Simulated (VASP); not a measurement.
# TiCd (P4/nmm) in VASP: further runs

The runs below take TiCd through single point, with LDA.

All numbers are computed with VASP 6.6.1; they aren't measurements. Logs are shortened: lines on timing, memory, paths and dates and some standing lists are left out, and cuts for length are marked.

## (1) The cell of the first run

The structure is tetragonal, space group P4/nmm (No. 129). Conventional cell: a = 2.811 Å, b = 2.811 Å, c = 8.688 Å, α = 90.00°, β = 90.00°, γ = 90.00°. Ti (site symmetry 4mm) has 8 Ti at 2.78 to 2.81 Å and 4 Cd at 2.98 Å within 3.7 Å. Within 3.7 Å of Cd (site symmetry 4mm) lie 8 Cd at 2.81 to 3.04 Å and 4 Ti at 2.98 Å.

## (2) Single point, LDA (17.16 Å³/atom)

Contents of INCAR:

```
ALGO     = Fast           # electronic algorithm
EDIFF    = 1E-7           # SCF threshold, eV
ENCUT    = 520            # plane-wave cutoff, eV
ISIF     = 2              # what is computed and relaxed
ISMEAR   = -1             # smearing method
LASPH    = True           # aspherical terms in the spheres
LCHARG   = False          # write CHGCAR
LREAL    = False          # projectors in reciprocal space
LWAVE    = False          # write WAVECAR
NBANDS   = 32             # bands
NELM     = 100            # most SCF steps
PREC     = Accurate       # precision mode
SIGMA    = 0.15           # smearing width, eV
```

Contents of KPOINTS:

```
k-points
0
Gamma
  14 14 6
```

Contents of POSCAR:

```
TiCd
1.0
    2.8107998302      0.0000000000      0.0000000000
    0.0000000000      2.8107998302      0.0000000000
    0.0000000000      0.0000000000      8.6881731102
Ti Cd
2 2
Direct
    0.0000000000      0.5000000000      0.6119988118
    0.5000000000      0.0000000000      0.3880011882
    0.0000000000      0.5000000000      0.1323495816
    0.5000000000      0.0000000000      0.8676504184
```

Potentials or basis: VASP PAW LDA potentials, release 64 (Ti_sv, Cd).

Launch:

```bash
$ cat potpaw_LDA.64/Ti_sv/POTCAR potpaw_LDA.64/Cd/POTCAR > POTCAR
$ mpirun -np 1 vasp_std > vasp.out
```

OUTCAR:

```text
EDIFF = 1E-7
   ENCUT = 520
   ISIF = 2
   ISMEAR = -1
   LASPH = True
   LREAL = False
   NELM = 100
   PREC = Accurate

 ion  position               nearest neighbor table
   1  0.000  0.500  0.612-   2 2.78   2 2.78   2 2.78   2 2.78   4 2.98   4 2.98   4 2.98   4 2.98

   2  0.500  0.000  0.388-   1 2.78   1 2.78   1 2.78   1 2.78   3 2.98   3 2.98   3 2.98   3 2.98

   3  0.000  0.500  0.132-   2 2.98   2 2.98   2 2.98   2 2.98   4 3.04   4 3.04   4 3.04   4 3.04

   4  0.500  0.000  0.868-   1 2.98   1 2.98   1 2.98   1 2.98   3 3.04   3 3.04   3 3.04   3 3.04

  LATTYP: Found a simple tetragonal cell.
 ALAT       =     2.8107998302
 C/A-ratio  =     3.0909967394

  Lattice vectors:

 A1 = (   2.8107998302,   0.0000000000,   0.0000000000)
 A2 = (   0.0000000000,   2.8107998302,   0.0000000000)
 A3 = (   0.0000000000,   0.0000000000,   8.6881731102)

Analysis of symmetry for initial positions (statically):
=====================================================================
 Subroutine PRICEL returns:
 Original cell was already a primitive cell.

 Routine SETGRP: Setting up the symmetry group for a
 simple tetragonal supercell.

 Subroutine GETGRP returns: Found 16 space group operations
 (whereof  8 operations were pure point group operations)
 out of a pool of 16 trial point group operations.

The static configuration has the point symmetry D_2d.
 The point group associated with its full space group is D_4h.

Analysis of symmetry for dynamics (positions and initial velocities):
=====================================================================
 Subroutine PRICEL returns:
 Original cell was already a primitive cell.

 Routine SETGRP: Setting up the symmetry group for a
 simple tetragonal supercell.

 Subroutine GETGRP returns: Found 16 space group operations
 (whereof  8 operations were pure point group operations)
 out of a pool of 16 trial point group operations.

The dynamic configuration has the point symmetry D_2d.
 The point group associated with its full space group is D_4h.

 Subroutine INISYM returns: Found 16 space group operations
 (whereof  8 operations are pure point group operations),
 and found     1 'primitive' translations

----------------------------------------------------------------------------------------

                                     Primitive cell

  volume of cell :      68.6417

  direct lattice vectors                    reciprocal lattice vectors
     2.810799830  0.000000000  0.000000000     0.355770621  0.000000000  0.000000000
     0.000000000  2.810799830  0.000000000     0.000000000  0.355770621  0.000000000
     0.000000000  0.000000000  8.688173110     0.000000000  0.000000000  0.115098996

  length of vectors
     2.810799830  2.810799830  8.688173110     0.355770621  0.355770621  0.115098996

  position of ions in fractional coordinates (direct lattice)
     0.000000000  0.500000000  0.611998812
     0.500000000  0.000000000  0.388001188
     0.000000000  0.500000000  0.132349582
     0.500000000  0.000000000  0.867650418

  ion indices of the primitive-cell ions
   primitive index   ion index
                 1           1
                 2           2
                 3           3
                 4           4

----------------------------------------------------------------------------------------

 KPOINTS: k-points

Automatic generation of k-mesh.
 Grid dimensions read from file:
 generate k-points for:   14   14    6

 Generating k-lattice:

  Cartesian coordinates                     Fractional coordinates (reciprocal lattice)
     0.025412187  0.000000000  0.000000000     0.071428571  0.000000000  0.000000000
     0.000000000  0.025412187  0.000000000     0.000000000  0.071428571  0.000000000
     0.000000000  0.000000000  0.019183166     0.000000000  0.000000000  0.166666667

  Length of vectors
     0.025412187  0.025412187  0.019183166

  Shift w.r.t. Gamma in fractional coordinates (k-lattice)
     0.000000000  0.000000000  0.000000000

 Subroutine IBZKPT returns following result:
 ===========================================

 Found    144 irreducible k-points:

 Following reciprocal coordinates:
            Coordinates               Weight
  0.000000  0.000000  0.000000      1.000000
  0.071429  0.000000  0.000000      4.000000
  0.142857  0.000000  0.000000      4.000000
  0.214286  0.000000  0.000000      4.000000
  0.285714  0.000000  0.000000      4.000000
  0.357143  0.000000  0.000000      4.000000
[... 16 lines left out ...]
  0.285714  0.214286  0.000000      8.000000
  0.357143  0.214286  0.000000      8.000000
 [... further k-points ...]
   k-points           NKPTS =    144   k-points in BZ     NKDIM =    144   number of bands    NBANDS=     32
   number of dos      NEDOS =    301   number of ions     NIONS =      4
   total plane-waves  NPLWV =  40320
   dimension x,y,z NGX =    24 NGY =   24 NGZ =   70
   dimension x,y,z NGXF=    48 NGYF=   48 NGZF=  140
   ions per type =               2   2
   NGX,Y,Z   is equivalent  to a cutoff of  14.19, 14.19, 13.39 a.u.
   NGXF,Y,Z  is equivalent  to a cutoff of  28.39, 28.39, 26.79 a.u.
 SYSTEM =  unknown system
   PREC   = accura    normal or accurate (medium, high low for compatibility)
   ISTART =      0    job   : 0-new  1-cont  2-samecut
   ICHARG =      2    charge: 1-file 2-atom 10-const
   ISPIN  =      1    spin polarized calculation?
   LNONCOLLINEAR =      F non collinear calculations
   LSORBIT =      F    spin-orbit coupling
   LASPH  =      T    aspherical Exc in radial PAW
   ENCUT  =  520.0 eV  38.22 Ry    6.18 a.u.   5.23  5.23 16.15*2*pi/ulx,y,z
   NELM   =    100;   NELMIN=  2; NELMDL= -5     # of ELM steps
   EDIFF  = 0.1E-06   stopping-criterion for ELM
   LREAL  =      F    real-space projection
   EDIFFG = 0.1E-05   stopping-criterion for IOM
   NSW    =      0    number of steps for IOM
   IBRION =     -1    ionic relax: 0-MD 1-quasi-New 2-CG
   NFREE  =      0    steps in history (QN), initial steepest desc. (CG)
   ISIF   =      2    stress and relaxation
   ISYM   =      2    0-nonsym 1-usesym 2-fastsym
   POTIM  = 0.5000    time-step for ionic-motion
   TEBEG  =    0.0;   TEEND  =   0.0 temperature during run
   PSTRESS=    0.0 pullay stress
   NELECT =      48.0000    total number of electrons
   NUPDOWN=      -1.0000    fix difference up-down
   EMIN   =  10.00;   EMAX   =-10.00  energy-range for DOS
   EFERMI =   0.00;   METHOD = LEGACY
   ISMEAR =    -1;   SIGMA  =   0.15  broadening in eV -4-tet -1-fermi 0-gaus
   EFERMI_NEDOS =   21; number of points for ismear=-14 and -15
   IALGO  =     68    algorithm
   IMIX   =      4    mixing-type and parameters
     AMIX     =   0.40;   BMIX     =  1.00
     AMIX_MAG =   1.60;   BMIX_MAG =  1.00
  volume/ion in A,a.u.               =      17.16       115.80
  Fermi-wavevector in a.u.,A,eV,Ry     =   1.453090  2.745942 28.728296  2.111470
  Thomas-Fermi vector in A             =   2.570397
   LORBIT       =      0    0 simple, 1 ext, 2 COOP (PROOUT), +10 PAW based schemes
   GGA     = CA    functional components
   LHFCALC =     F    Hartree Fock is set to
   AEXX    =    0.0000 exact exchange contribution
   IVDW    =     0    specifies the selected vdW correction
   LEPSILON=     F    determine dielectric tensor
   LRPA    =     F    only Hartree local field effects (RPA)
 non-spin polarized calculation
 RMM-DIIS sequential band-by-band and
  energy-cutoff  :      520.00
  volume of cell :       68.64
 maximum number of plane-waves:      1888
 NGX is ok and might be reduce to    24
   NGX = 11   NGY = 11   NGZ = 33

 number of electron      47.9999994 magnetization

 Free energy of the ion-electron system (eV)
  ---------------------------------------------------
  ext. energy  EPLUGINS =         0.00000000
  ---------------------------------------------------
  free energy    TOTEN  =       -20.61519941 eV

  energy without entropy =      -20.42204065  energy(sigma->0) =      -20.51862003

 E-fermi :   6.1861     XC(G=0): -12.2365

 val. band max:        6.1846299777   @ k =   0.2857   0.2857   0.3333
 cond. band min:       6.1906299057   @ k =   0.3571   0.1429   0.0000
 fundamental gap:      0.0059999280
 Fermi energy:         6.1861190779

 k-point     1 :       0.0000    0.0000    0.0000
  band No.  band energies     occupation
      1     -49.8699      2.00000
      2     -49.7301      2.00000
      3     -26.6737      2.00000
      4     -26.2690      2.00000
      5     -26.2690      2.00000
      6     -26.2159      2.00000
[... 24 lines left out ...]
     31       9.2581      0.00000
     32       9.6745      0.00000

 k-point     2 :       0.0714    0.0000    0.0000
  band No.  band energies     occupation
      1     -49.8650      2.00000
      2     -49.7286      2.00000
      3     -26.6691      2.00000
      4     -26.3158      2.00000
      5     -26.2645      2.00000
      6     -26.1950      2.00000
[... 24 lines left out ...]
     31       9.5179      0.00000
     32       9.5925      0.00000

 k-point     3 :       0.1429    0.0000    0.0000
  band No.  band energies     occupation
      1     -49.8510      2.00000
      2     -49.7248      2.00000
      3     -26.6580      2.00000
      4     -26.4054      2.00000
      5     -26.2517      2.00000
      6     -26.1785      2.00000
[... 24 lines left out ...]
     31       9.4784      0.00000
     32      10.0278      0.00000

 k-point     4 :       0.2143    0.0000    0.0000
  band No.  band energies     occupation
      1     -49.8299      2.00000
      2     -49.7201      2.00000
      3     -26.6509      2.00000
      4     -26.5135      2.00000
      5     -26.2589      2.00000
      6     -26.2320      2.00000
[... 24 lines left out ...]
     31       9.5313      0.00000
     32      10.5941      0.00000

 k-point     5 :       0.2857    0.0000    0.0000
  band No.  band energies     occupation
      1     -49.8046      2.00000
      2     -49.7168      2.00000
      3     -26.6669      2.00000
      4     -26.6229      2.00000
      5     -26.3203      2.00000
      6     -26.2077      2.00000
[... 584 lines left out ...]
     31       9.6129      0.00000
     32       9.6129      0.00000

 k-point    22 :       0.2143    0.2143    0.0000
  band No.  band energies     occupation
      1     -49.7935      2.00000
      2     -49.7073      2.00000
      3     -26.6224      2.00000
      4     -26.4655      2.00000
      5     -26.4639      2.00000
      6     -26.2858      2.00000
[... 24 lines left out ...]
     31       9.0544      0.00000
     32      11.7085      0.00000

 k-point    23 :       0.2857    0.2143    0.0000
  band No.  band energies     occupation
      1     -49.7707      2.00000
      2     -49.7017      2.00000
      3     -26.6339      2.00000
      4     -26.5737      2.00000
      5     -26.4323      2.00000
      6     -26.3308      2.00000
[... 24 lines left out ...]
     31       9.1330      0.00000
     32      10.3318      0.00000

 k-point    24 :       0.3571    0.2143    0.0000
  band No.  band energies     occupation
      1     -49.7474      2.00000
      2     -49.6993      2.00000
      3     -26.6778      2.00000
      4     -26.6669      2.00000
      5     -26.3975      2.00000
      6     -26.3419      2.00000
[... 24 lines left out ...]
     31       9.2303      0.00000
     32       9.4795      0.00000

 [... further k-points ...]

------------------------ aborting loop because EDIFF is reached ----------------------------------------

  FORCE on cell =-STRESS in cart. coord.  units (eV):
  Direction    XX          YY          ZZ          XY          YZ          ZX
  --------------------------------------------------------------------------------------
  -------------------------------------------------------------------------------------
  Total        1.2530680      1.2530680      1.2175491      0.0000000      0.0000000      0.0000000
  in kB       29.2480511     29.2480511     28.4189973      0.0000000      0.0000000      0.0000000
  external PRESSURE =      28.9716999 kB  Pullay stress =       0.0000000 kB

 VOLUME and BASIS-vectors are now :
 -----------------------------------------------------------------------------
  energy-cutoff  :      520.00
  volume of cell :       68.64
      direct lattice vectors                 reciprocal lattice vectors
     2.810799830  0.000000000  0.000000000     0.355770621  0.000000000  0.000000000
     0.000000000  2.810799830  0.000000000     0.000000000  0.355770621  0.000000000
     0.000000000  0.000000000  8.688173110     0.000000000  0.000000000  0.115098996

 POSITION                                       TOTAL-FORCE (eV/Angst)
 -----------------------------------------------------------------------------------
      0.00000      1.40540      5.31715        -0.000000     -0.000000     -0.034467
      1.40540      0.00000      3.37102         0.000000      0.000000      0.034467
      0.00000      1.40540      1.14988        -0.000000      0.000000      0.013876
      1.40540      0.00000      7.53830         0.000000      0.000000     -0.013876
 -----------------------------------------------------------------------------------
    total drift:                                0.000000      0.000000      0.000000

  FREE ENERGIE OF THE ION-ELECTRON SYSTEM (eV)
  ---------------------------------------------------
  free  energy   TOTEN  =       -20.6151994057 eV

  energy  without entropy=      -20.4220406540  energy(sigma->0) =      -20.51862003
```

It took 8.9 min on 1 thread of Intel Xeon 6975P-C (Granite Rapids), shared host; peak memory 0.37 GiB.

What came out:

- Free energy: -20.6152 eV
- Pressure: 2.9 GPa
- Largest force: 0.034 eV/Å
- Band gap on the k mesh: zero (bands 24 and 25 overlap by 0.92 eV)

Forces in eV/Å, atoms in the order of the input:
```
Ti   0.000  0.000 -0.034
Ti   0.000  0.000  0.034
Cd   0.000  0.000  0.014
Cd   0.000  0.000 -0.014
```

## (3) Single point, LDA (17.86 Å³/atom)

This run uses another cell than the first one, of 17.86 Å³/atom.

Contents of INCAR:

```
PREC     = Accurate       # precision mode
ENCUT    = 520            # plane-wave cutoff, eV
EDIFF    = 1E-6           # SCF threshold, eV
ISMEAR   = -1             # smearing method
SIGMA    = 0.15           # smearing width, eV
LREAL    = F              # projectors in reciprocal space
LASPH    = T              # aspherical terms in the spheres
NELM     = 80             # most SCF steps
ALGO     = Fast           # electronic algorithm
ISIF     = 2              # what is computed and relaxed
LWAVE    = F              # write WAVECAR
LCHARG   = F              # write CHGCAR
NBANDS   = 32             # bands
```

Contents of KPOINTS:

```
regular mesh
0
Gamma
  14 14 6
```

Contents of POSCAR:

```
TiCd
1.0
    2.8458552834      0.0000000000      0.0000000000
    0.0000000000      2.8458552834      0.0000000000
    0.0000000000      0.0000000000      8.8213849735
Ti Cd
2 2
Direct
    0.0000000000      0.5000000000      0.6107036148
    0.5000000000      0.0000000000      0.3892963852
    0.0000000000      0.5000000000      0.1334817591
    0.5000000000      0.0000000000      0.8665182409
```

Potentials or basis: VASP PAW LDA potentials, release 64 (Ti_sv, Cd).

Launch:

```bash
$ cat potpaw_LDA.64/Ti_sv/POTCAR potpaw_LDA.64/Cd/POTCAR > POTCAR
$ mpirun -np 1 vasp_std > vasp.out
```

Wall time 6.8 min (1 thread of Intel Xeon 6975P-C (Granite Rapids), shared host); peak memory 0.38 GiB.

The run converged. Its results:

```
Free energy            : -20.6276 eV
Pressure               : -1.3 GPa
Largest force          : 0.026 eV/Å
Band gap on the k mesh : zero (bands 24 and 25 overlap by 0.88 eV)
```

Forces on the atoms (eV/Å):
```
Ti   0.000  0.000 -0.026
Ti   0.000  0.000  0.026
Cd   0.000  0.000  0.009
Cd   0.000  0.000 -0.009
```

Levels at points of the mesh, in eV from the Fermi level:
```tsv
k point	band 20	band 21	band 22	band 23	band 24	band 25	band 26	band 27	band 28	band 29
(0.00, 0.00, 0.00)	-6.06	-4.91	-1.97	-1.49	-0.25	-0.01	1.32	1.32	2.03	2.67
(0.50, 0.00, 0.00)	-3.28	-2.41	-2.41	-0.93	-0.93	0.29	0.29	1.15	1.15	1.85
(0.50, 0.50, 0.00)	-2.22	-1.44	-1.44	0.78	0.78	0.99	0.99	2.20	2.20	3.92
(0.00, 0.00, 0.50)	-6.75	-3.41	-2.68	-1.49	-0.89	-0.01	1.33	1.33	1.95	2.67
(0.50, 0.00, 0.50)	-3.36	-2.00	-2.00	-1.48	-1.48	0.29	0.29	1.15	1.15	2.74
(0.50, 0.50, 0.50)	-2.22	-1.21	-1.21	-0.28	-0.28	2.17	2.17	2.85	2.85	3.20
```

(Continued in part 2 of 2.)
